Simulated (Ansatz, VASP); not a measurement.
## One calculation of Si2Mo, two programs

```
Si Mo
1.0
    -1.58708    1.58708    3.88876
     1.58708   -1.58708    3.88876
     1.58708    1.58708   -3.88876
Si Mo
2 1
Cartesian
  0.0000 0.0000 2.6072
  0.0000 0.0000 5.1703
  0.0000 0.0000 0.0000
```

Alike in both runs: functional LDA; k mesh 18 × 18 × 18; occupations gaussian, width 0.1 eV; no spin polarisation.

Ansatz relaxed the structure, and its values are those at the end. VASP's run is a single point on that final structure, the one shown.

|  | VASP | Ansatz |
| --- | --- | --- |
| version | VASP 6.6.1 | Ansatz 0.2.0 |
| potentials or method | VASP PAW LDA potentials, release 64 (Si, Mo_sv), cutoff 520 eV | scalar-relativistic, plane waves, PAW |
| valence electrons in the cell | 22 | 22 |

|  | VASP | Ansatz | Ansatz less VASP |
| --- | --- | --- | --- |
| gap on the k mesh at the Fermi level (eV) | none | none | - |
| pressure (GPa) | 0.6 | 0.0 | -0.63 |
| rms of the force components (eV/Å) | 0.006 | 0.000 | -0.0059 |

LDA's correlation is that of Perdew and Zunger in VASP and of Perdew and Wang (1992) in Ansatz. A gap of «none» marks a metal or a gap that the smearing closes.
